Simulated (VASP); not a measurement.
A run of VASP 6.6.1:

File INCAR:

```
SYSTEM = AgAu2
ALGO = Fast ; EDIFF = 1E-6
ENCUT = 520 ; GGA = PE
ISIF = 2 ; ISMEAR = 0
LASPH = .TRUE. ; LCHARG = .FALSE.
LREAL = .FALSE. ; LWAVE = .FALSE.
NBANDS = 42 ; NELM = 80
PREC = Accurate ; SIGMA = 0.1
```

KPOINTS

```
k-points
0
G
  4 4 6
  0 0 0
```

The input POSCAR:

```
AgAu2
1.0
    2.7647987549      0.0000000000      0.0000000000
    0.0000000000      8.6858654215      0.0000000000
    0.0000000000      0.0000000000      4.4927942648
Ag Au
2 4
Direct
    0.0000000000      0.0000000000      0.0000000000
    0.5000000000      0.5000000000      0.5000000000
    0.0007188894      0.3333693548      0.0000000000
    0.9992811106      0.6666306452      0.0000000000
    0.5007188894      0.1666306452      0.5000000000
    0.4992811106      0.8333693548      0.5000000000
```

Potentials or basis: VASP PAW PBE potentials, release 64 (Ag, Au).

Run with:

```console
$ cat potpaw_PBE.64/Ag/POTCAR potpaw_PBE.64/Au/POTCAR > POTCAR
$ mpirun -np 1 vasp_std > vasp.out
```

Hardware: 1 thread of Intel(R) Xeon(R) 6975P-C (Granite Rapids) (shared host).

Estimate the wall time of this run.

Wall time 63 s on 1 thread of Intel(R) Xeon(R) 6975P-C (Granite Rapids) (shared host), peak memory 0.31 GiB. Counts: scf iterations 13, k points 36.
